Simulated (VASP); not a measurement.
Runs of VASP 6.6.1 on FeCu. The structure is that of space group Cmmm (No. 65), or close to it. The cells are those of the table. 

```tsv
cell	gap on the mesh (eV)	pressure (GPa)	moment (μB)
a = 2.386, b = 2.386, c = 4.025 Å, angles 90.0, 90.0, 108.2°, 2 atoms	none	6.5	(a)
a = 2.454, b = 2.454, c = 4.138 Å, angles 90.0, 90.0, 108.2°, 2 atoms	none	-6.6	2.61
a = 2.475, b = 2.475, c = 4.175 Å, angles 90.0, 90.0, 108.2°, 2 atoms	none	-10.2	(b)
a = 2.409, b = 2.409, c = 4.063 Å, angles 90.0, 90.0, 108.2°, 2 atoms	none	(c)	2.44
a = 2.432, b = 2.432, c = 4.101 Å, angles 90.0, 90.0, 108.2°, 2 atoms	none	-2.8	2.55
```

Alike in all rows: task single point; level PBEsol; potentials or basis VASP PAW PBE potentials, release 64 (Fe, Cu); spin collinear, ferromagnetic start; k mesh 12 × 12 × 7; cutoff (eV) 520; smearing gaussian 0.1 eV.

Problem. Estimate the missing entries.

Solution. (a) 2.34; (b) 2.64; (c) 1.3.

Caveats: the PAW data sets were made with another functional, which shifts forces and pressure a little; the cell stands under tension (at least some runs); the cell stands under pressure (at least some runs).

A gap of «none» marks levels without a gap at the run's occupations.
